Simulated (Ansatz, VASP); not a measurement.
One calculation of Si2Cl, two programs

Contents of INCAR:

```
PREC = Accurate ; ENCUT = 500
EDIFF = 1E-7 ; ISMEAR = 0
SIGMA = 0.1 ; LREAL = False
LASPH = True ; NELM = 120
ALGO = Normal ; ISIF = 3
LWAVE = False ; LCHARG = False
GGA = PE ; IBRION = 2
NSW = 90 ; EDIFFG = -0.04
GGA_COMPAT = False ; NELMIN = 4
```

The input KPOINTS:

```
Automatic mesh
0
Gamma
  6 6 4
```

Contents of POSCAR:

```
Si2Cl
1.0
    3.4076797400      0.0000000000      0.0000000000
   -1.7038398700      2.9511372200      0.0000000000
    0.0000000000      0.0000000000      5.5647410100
Si Cl
2 1
Direct
    0.3333333300      0.6666666700      0.0000000000
    0.6666666700      0.3333333300      0.5000000000
    0.3333333300      0.6666666700      0.3750000000
```

Input for Ansatz:

```yaml
crystal:
  lattice:
    - [3.40767974, 0.0, 0.0]
    - [-1.70383987, 2.95113722, 0.0]
    - [0.0, 0.0, 5.56474101]
  atoms:
    - { symbol: Si, position: [0.33333333, 0.66666667, 0.0] }
    - { symbol: Si, position: [0.66666667, 0.33333333, 0.5] }
    - { symbol: Cl, position: [0.33333333, 0.66666667, 0.375] }
basis:
  ecutwfc: 420
kpoints:
  mp_grid: { grid: [6, 6, 4] }
hamiltonian:
  xc: pbe
scf:
  occupations: { method: gaussian, width: 0.1 }
  lower_state_search: "off"
output:
  forces: true
  stress: true
  eigenvalues: true
relax:
  adjacent_minimum: "off"
  f_tol: 0.04
  max_steps: 70
  cell: { stress_tol: 0.4 }
```

Change from the starting cell: ordered vacancies on the anion sites of wurtzite (P3m1, No. 156).

Alike in both runs: task relaxation of cell and atoms; functional PBE; k mesh 6 × 6 × 4; occupations gaussian, width 0.1 eV; no spin polarisation.

```csv
,VASP,Ansatz
version,VASP 6.6.1,Ansatz 0.2.0
potentials or method,"VASP PAW PBE potentials, release 64 (Si, Cl), cutoff 500 eV","scalar-relativistic, plane waves, PAW"
valence electrons in the cell,15,15
```

```tsv
	VASP	Ansatz	Ansatz less VASP
gap on the k mesh at the Fermi level, each at its own relaxed structure (eV)	none	none	-
relaxed volume (Å³/atom)	29.50	25.59	-3.909
relaxed cell length with the largest relative difference (Å)	3.885	3.474	-0.4110
```

A gap of «none» marks a metal or a gap that the smearing closes. One of these differences is far larger than is usual between the two programs; its cause wasn't traced.

Noted on VASP's run: the volume moved by over 15 % at a fixed basis, so the end points are rough.
